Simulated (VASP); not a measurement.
The system is Ta.

```
CELL_PARAMETERS angstrom
-1.65157 1.65157 1.65157
1.65157 -1.65157 1.65157
1.65157 1.65157 -1.65157
ATOMIC_POSITIONS crystal
Ta 0.00000 0.00000 0.00000
```

* Program: VASP 6.6.1
* Task: relaxation of cell and atoms
* Functional: PBEsol
* Potentials or basis: VASP PAW PBE potentials, release 64 (Ta_pv)
* Cutoff: 600 eV
* k mesh: 18 × 18 × 18
* Occupations: fermi-dirac, width 0.05 eV
* Spin: no spin polarisation

At the start: pressure -3.9 GPa; volume 18.02 Å³/atom.

Task: Where does the relaxation end?

Result: Over 4 steps the energy falls by 4.3 meV/atom and the volume is 17.67 Å³/atom (-1.9 %); space group Im-3m (No. 229, to 0.05 Å).

Step by step:
```tsv
step	energy change (eV)	largest force (eV/Å)	pressure (GPa)	volume (Å³)
1	0.0000	0.0000	-3.91	18.02
2	0.0194	0.0000	10.23	16.90
3	-0.0043	0.0000	-0.05	17.68
4	-0.0043	0.0000	0.02	17.67
```

Final structure:
```
Ta
1.0
    -1.64080    1.64080    1.64080
     1.64080   -1.64080    1.64080
     1.64080    1.64080   -1.64080
Ta
1
Direct
  0.00000 0.00000 0.00000
```

Caveat: the PAW data sets were made with another functional, which shifts forces and pressure a little.
